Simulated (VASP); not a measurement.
A run of VASP 6.6.1:

INCAR

```
PREC = Accurate
ENCUT = 520
EDIFF = 1E-6
ISMEAR = -1
SIGMA = 0.15
LREAL = F
LASPH = T
NELM = 100
ALGO = Normal
ISIF = 2
LWAVE = F
LCHARG = T
GGA = CA
LELF = T
LVHAR = T
NBANDS = 15
```

Contents of KPOINTS:

```
regular mesh
0
Gamma
  16 16 16
```

File POSCAR:

```
TaN
1.0
    0.0000000000      2.1530871635      2.1530871635
    2.1530871635      0.0000000000      2.1530871635
    2.1530871635      2.1530871635      0.0000000000
Ta N
1 1
Direct
    0.5000000000      0.5000000000      0.5000000000
    0.0000000000      0.0000000000      0.0000000000
```

Potentials or basis: VASP PAW LDA potentials, release 64 (Ta_pv, N).

Run with:

```sh
$ cat potpaw_LDA.64/Ta_pv/POTCAR potpaw_LDA.64/N/POTCAR > POTCAR
$ mpirun -np 1 vasp_std > vasp.out
```

Hardware: 1 thread of Intel(R) Xeon(R) 6975P-C (Granite Rapids), with other jobs on the host.

Task: How long does it take, and how much memory?

Result: It took 11 s on 1 thread of Intel(R) Xeon(R) 6975P-C (Granite Rapids) (shared host), peak memory 0.16 GiB. Counts: scf iterations 12, k points 145.
